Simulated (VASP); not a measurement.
Crystal: CsH3.

```xyz
8
Lattice="-0.1067 -0.0460 -5.6317 3.9551 -7.0725 0.0193 -11.7096 -6.9826 -0.2849" Properties=species:S:1:pos:R:3 pbc="T T T"
Cs   -7.7940   -9.4427   -0.2678
Cs   -3.8255   -2.3224   -0.1605
H   -11.7278   -6.9721   -2.5759
H    -3.8493   -7.0601   -2.6352
H   -11.6578   -6.8464   -3.3691
H    -4.0210   -7.1097   -3.3951
H    -7.9482   -9.4677   -2.9981
H    -4.0375   -2.3023   -2.9743
```

- Program: VASP 6.6.1
- Task: relaxation of cell and atoms
- Functional: PBE
- Potentials or basis: VASP PAW PBE potentials, release 64 (Cs_sv, H)
- Cutoff: 600 eV
- k mesh: 4 × 2 × 1
- Occupations: gaussian, width 0.1 eV
- Spin: no spin polarisation

At the start: pressure -0.2 GPa; volume 77.71 Å³/atom.

**Question.** How do energy, volume and symmetry change on relaxing?

**Answer.** Over 12 steps the energy falls by 9.3 meV/atom; space group P1 (No. 1, to 0.1 Å) before and after.

The path:
```
step  energy change (eV)  largest force (eV/Å)  pressure (GPa)  volume (Å³)
   1              0.0000                1.6560           -0.19       621.66
   2              0.3191                5.7155            0.56       613.36
   3             -0.0673                0.1649            0.02       618.85
   4             -0.0672                0.1650            0.01       618.90
   5             -0.0689                0.1867            0.00       619.37
   6             -0.0689                0.1752            0.00       619.35
   7             -0.0702                0.1479            0.00       619.57
   8             -0.0730                0.0841            0.01       620.22
   9             -0.0741                0.1003            0.02       621.52
  10             -0.0744                0.0589            0.01       621.12
  11             -0.0745                0.0568            0.00       621.50
  12             -0.0745                0.0224            0.00       621.38
```

Final structure:
```
Cs H
1.0
    -0.11902   -0.04865   -5.60543
     3.96517   -7.08690    0.02446
   -11.73642   -6.99501   -0.31194
Cs H
2 6
Direct
  0.99929 0.50873 0.83694
  0.01194 0.00486 0.32786
  0.41152 0.99847 0.99712
  0.44729 0.50614 0.49550
  0.54347 0.98987 0.98739
  0.57625 0.50057 0.50737
  0.49931 0.50199 0.84424
  0.51092 0.98937 0.33692
```

Caveat: the k points lie up to 0.46 Å⁻¹ apart in the final cell.
